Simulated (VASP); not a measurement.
# Bi (P6/mmm) in VASP: relaxation of cell and atoms with PBE

Aim: the relaxation of cell and atoms of Bi with PBE.

Program: VASP 6.6.1. These are calculated values, not measurements. Logs are shortened: lines on timing, memory, paths and dates and some standing lists are left out, and cuts for length are marked.

## (1) The cell of the first run

The structure is hexagonal, space group P6/mmm (No. 191). The conventional cell has a = 5.539 Å, b = 5.539 Å, c = 3.267 Å, α = 90.00°, β = 90.00°, γ = 120.00°. Within 4.2 Å of Bi (site symmetry -6m2) lie 5 Bi at 3.20 to 3.27 Å.

The cell was generated, and may not be a known phase.

## (2) Relaxation of cell and atoms, PBE

Contents of INCAR:

```
ALGO     = Fast           # electronic algorithm
EDIFF    = 1E-6           # SCF threshold, eV
EDIFFG   = -0.01          # ionic threshold
ENCUT    = 600            # plane-wave cutoff, eV
GGA      = PE             # functional
IBRION   = 2              # ionic algorithm
ISIF     = 3              # what is computed and relaxed
ISMEAR   = 0              # smearing method
LASPH    = True           # aspherical terms in the spheres
LCHARG   = False          # write CHGCAR
LREAL    = False          # projectors in reciprocal space
LWAVE    = False          # write WAVECAR
NELM     = 100            # most SCF steps
NSW      = 100            # ionic steps
PREC     = Accurate       # precision mode
SIGMA    = 0.1            # smearing width, eV
```

Contents of KPOINTS:

```
k-points
0
Gamma
  12 12 18
```

Contents of POSCAR:

```
Bi
1.0
    5.5385564079      0.0000000000      0.0000000000
   -2.7692782039      4.7965305495      0.0000000000
    0.0000000000      0.0000000000      3.2673142264
Bi
2
Direct
    0.3333333333      0.6666666667      0.5000000000
    0.6666666667      0.3333333333      0.5000000000
```

Potentials or basis: VASP PAW PBE potentials, release 64 (Bi_d).

Started as:

```sh
$ cat potpaw_PBE.64/Bi_d/POTCAR > POTCAR
$ mpirun -np 1 vasp_std > vasp.out
```

OUTCAR:

```text
EDIFF = 1E-6
   EDIFFG = -0.01
   ENCUT = 600
   GGA = PE
   IBRION = 2
   ISIF = 3
   ISMEAR = 0
   LASPH = True
   LREAL = False
   NELM = 100
   NSW = 100
   PREC = Accurate

 ion  position               nearest neighbor table
   1  0.333  0.667  0.500-   2 3.20   2 3.20   2 3.20
   2  0.667  0.333  0.500-   1 3.20   1 3.20   1 3.20

  LATTYP: Found a hexagonal cell.
 ALAT       =     5.5385564079
 C/A-ratio  =     0.5899216304

  Lattice vectors:

 A1 = (   5.5385564079,   0.0000000000,   0.0000000000)
 A2 = (  -2.7692782039,   4.7965305495,   0.0000000000)
 A3 = (   0.0000000000,   0.0000000000,   3.2673142264)

Analysis of symmetry for initial positions (statically):
=====================================================================
 Subroutine PRICEL returns:
 Original cell was already a primitive cell.

 Routine SETGRP: Setting up the symmetry group for a
 hexagonal supercell.

 Subroutine GETGRP returns: Found 24 space group operations
 (whereof 24 operations were pure point group operations)
 out of a pool of 24 trial point group operations.

The static configuration has the point symmetry D_6h.

Analysis of symmetry for dynamics (positions and initial velocities):
=====================================================================
 Subroutine PRICEL returns:
 Original cell was already a primitive cell.

 Routine SETGRP: Setting up the symmetry group for a
 hexagonal supercell.

 Subroutine GETGRP returns: Found 24 space group operations
 (whereof 24 operations were pure point group operations)
 out of a pool of 24 trial point group operations.

The dynamic configuration has the point symmetry D_6h.

 Subroutine INISYM returns: Found 24 space group operations
 (whereof 24 operations are pure point group operations),
 and found     1 'primitive' translations

----------------------------------------------------------------------------------------

                                     Primitive cell

  volume of cell :      86.7990

  direct lattice vectors                    reciprocal lattice vectors
     5.538556408  0.000000000  0.000000000     0.180552463  0.104242013  0.000000000
    -2.769278204  4.796530549  0.000000000     0.000000000  0.208484026  0.000000000
     0.000000000  0.000000000  3.267314226     0.000000000  0.000000000  0.306061778

  length of vectors
[... 105 lines left out ...]
  Thomas-Fermi vector in A             =   2.285559
   LORBIT       =      0    0 simple, 1 ext, 2 COOP (PROOUT), +10 PAW based schemes
   GGA     = PE    functional components
   LHFCALC =     F    Hartree Fock is set to
   AEXX    =    0.0000 exact exchange contribution
   IVDW    =     0    specifies the selected vdW correction
   LEPSILON=     F    determine dielectric tensor
   LRPA    =     F    only Hartree local field effects (RPA)
 conjugate gradient relaxation of ions
 non-spin polarized calculation
 RMM-DIIS sequential band-by-band and
 Gauss-broadening in eV      SIGMA  =   0.10
  energy-cutoff  :      600.00
  volume of cell :       86.80
 maximum number of plane-waves:      2931
 NGX is ok and might be reduce to    48
   NGX = 23   NGY = 23   NGZ = 13

--------------------------------------- Ionic step        1  -------------------------------------------

 number of electron      29.9999991 magnetization

 Free energy of the ion-electron system (eV)
  ---------------------------------------------------
  ext. energy  EPLUGINS =         0.00000000
  ---------------------------------------------------
  free energy    TOTEN  =        -7.51820661 eV

  energy without entropy =       -7.51260384  energy(sigma->0) =       -7.51540523

------------------------ aborting loop because EDIFF is reached ----------------------------------------

  FORCE on cell =-STRESS in cart. coord.  units (eV):
  Direction    XX          YY          ZZ          XY          YZ          ZX
  --------------------------------------------------------------------------------------
  -------------------------------------------------------------------------------------
  Total       -0.6485172     -0.6485172      1.6960963     -0.0000000      0.0000000     -0.0000000
  in kB      -11.9706401    -11.9706401     31.3073564     -0.0000000      0.0000000     -0.0000000
  external PRESSURE =       2.4553588 kB  Pullay stress =       0.0000000 kB
[... 89 lines left out ...]
  FREE ENERGIE OF THE ION-ELECTRON SYSTEM (eV)
  ---------------------------------------------------
  free  energy   TOTEN  =        -7.5517447909 eV

  energy  without entropy=       -7.5479677720  energy(sigma->0) =       -7.54985628

[... ionic steps 4 to 7 ...]

--------------------------------------- Ionic step        8  -------------------------------------------

 number of electron      30.0000005 magnetization

------------------------ aborting loop because EDIFF is reached ----------------------------------------
[... 67 lines left out ...]
--------------------------------------- Ionic step       10  -------------------------------------------

 number of electron      30.0000005 magnetization

 Free energy of the ion-electron system (eV)
  ---------------------------------------------------
  ext. energy  EPLUGINS =         0.00000000
  ---------------------------------------------------
  free energy    TOTEN  =        -7.55188900 eV

  energy without entropy =       -7.54814354  energy(sigma->0) =       -7.55001627

 E-fermi :   4.4835     XC(G=0):  -8.3188

 val. band max:        4.4776829519   @ k =   0.0000   0.0000   0.1667
 cond. band min:       4.4871093892   @ k =   0.2500   0.1667   0.2778
 fundamental gap:      0.0094264373
 Fermi energy:         4.4835330919

 k-point     1 :       0.0000    0.0000    0.0000
  band No.  band energies     occupation
      1     -18.4697      2.00000
      2     -18.3816      2.00000
      3     -18.3816      2.00000
      4     -18.3230      2.00000
      5     -18.2907      2.00000
      6     -18.2907      2.00000
[... 505 lines left out ...]
      6     -18.2795      2.00000
[... 11 lines left out ...]
     18       9.1054      0.00000
     19      10.1373      0.00000

 [... further k-points ...]

------------------------ aborting loop because EDIFF is reached ----------------------------------------

  FORCE on cell =-STRESS in cart. coord.  units (eV):
  Direction    XX          YY          ZZ          XY          YZ          ZX
  --------------------------------------------------------------------------------------
  -------------------------------------------------------------------------------------
  Total       -0.0182298     -0.0182298      0.0199847     -0.0000000      0.0000000     -0.0000000
  in kB       -0.3355836     -0.3355836      0.3678886     -0.0000000      0.0000000     -0.0000000
  external PRESSURE =      -0.1010928 kB  Pullay stress =       0.0000000 kB
[... 17 lines left out ...]
  FREE ENERGIE OF THE ION-ELECTRON SYSTEM (eV)
  ---------------------------------------------------
  free  energy   TOTEN  =        -7.5518890019 eV

  energy  without entropy=       -7.5481435439  energy(sigma->0) =       -7.55001627

 reached required accuracy - stopping structural energy minimisation
```

OSZICAR:

```text
N       E                     dE             d eps       ncg     rms          rms(c)
DAV:   1     0.304265641284E+03    0.30427E+03   -0.17569E+04  7223   0.195E+03
DAV:   2     0.184730775835E+02   -0.28579E+03   -0.28121E+03  7232   0.460E+02
[... 77 lines left out ...]
   9 F= -.75518878E+01 E0= -.75500152E+01  d E =-.146522E-03
       N       E                     dE             d eps       ncg     rms          rms(c)
DAV:   1    -0.755190371947E+01   -0.15591E-04   -0.42697E-04  7838   0.327E-01    0.197E-02
RMM:   2    -0.755189038333E+01    0.13336E-04   -0.22998E-05  7616   0.710E-02    0.811E-03
RMM:   3    -0.755188816183E+01    0.22215E-05   -0.11227E-05  6861   0.465E-02    0.911E-04
RMM:   4    -0.755188900192E+01   -0.84009E-06   -0.13799E-06  4070   0.103E-02
  10 F= -.75518890E+01 E0= -.75500163E+01  d E =-.147688E-03
```

CONTCAR:

```text
Bi
   1.00000000000000
     5.4678512633556595   -0.0000000000007341    0.0000000000000000
    -2.7339256316291034    4.7352980981480339   -0.0000000000000000
    -0.0000000000000000    0.0000000000000000    3.3614602616378479
  Bi
     2
Direct
     0.3333333332999970    0.6666666667000030    0.5000000000000000
     0.6666666667000030    0.3333333332999970    0.5000000000000000

  0.00000000E+00  0.00000000E+00  0.00000000E+00
  0.00000000E+00  0.00000000E+00  0.00000000E+00
```

It took 12 min on 1 thread of Intel Xeon 6975P-C (Granite Rapids), shared host; peak memory 0.49 GiB.

Results:

```
Free energy                           : -7.5519 eV
Relaxed volume                        : 43.52 Å³/atom
Relaxed cell                          : a = 5.468 Å, b = 5.468 Å, c = 3.361 Å, α = 90.00°, β = 90.00°, γ = 120.00°
Space group after relaxing (to 0.1 Å) : P6/mmm (No. 191)
Energy gained by relaxing             : 16.8 meV/atom
Ionic steps                           : 10
Pressure after relaxing               : 0.0 GPa
Band gap on the k mesh                : zero (bands 15 and 16 overlap by 3.03 eV)
```

Step by step:
```
step  energy change (eV)  largest force (eV/Å)  pressure (GPa)  volume (Å³)
   1              0.0000                0.0000            0.25        86.80
   2             -0.0301                0.0000           -0.19        87.55
   3             -0.0335                0.0000           -0.14        87.38
   4             -0.0335                0.0000           -0.13        87.37
   5             -0.0335                0.0000           -0.12        87.36
   6             -0.0337                0.0000            0.04        86.94
   7             -0.0337                0.0000            0.03        87.02
   8             -0.0337                0.0000            0.00        87.06
   9             -0.0337                0.0000           -0.01        87.05
  10             -0.0337                0.0000           -0.01        87.03
```

Final structure:
```
CELL_PARAMETERS angstrom
5.46785 0.00000 0.00000
-2.73393 4.73530 0.00000
0.00000 0.00000 3.36146
ATOMIC_POSITIONS crystal
Bi 0.33333 0.66667 0.50000
Bi 0.66667 0.33333 0.50000
```

Levels at points of the mesh, in eV from the Fermi level:
| k point | band 11 | band 12 | band 13 | band 14 | band 15 | band 16 | band 17 | band 18 | band 19 |
| --- | --- | --- | --- | --- | --- | --- | --- | --- | --- |
| (0.00, 0.00, 0.00) | -12.74 | -9.38 | -2.98 | -2.98 | 0.47 | 0.47 | 2.74 | 3.40 | 6.07 |
| (0.50, 0.00, 0.00) | -11.89 | -10.89 | -3.67 | -2.43 | 1.60 | 2.90 | 3.61 | 4.63 | 4.79 |
| (0.00, 0.00, 0.50) | -11.20 | -7.83 | -4.46 | -1.46 | -1.46 | -1.22 | 2.31 | 2.31 | 5.04 |
| (0.50, 0.00, 0.50) | -10.37 | -9.36 | -3.60 | -2.64 | -2.13 | -0.67 | 3.28 | 4.10 | 4.24 |

Caveat: spin-orbit coupling is left out, which moves the levels of the heavy elements.
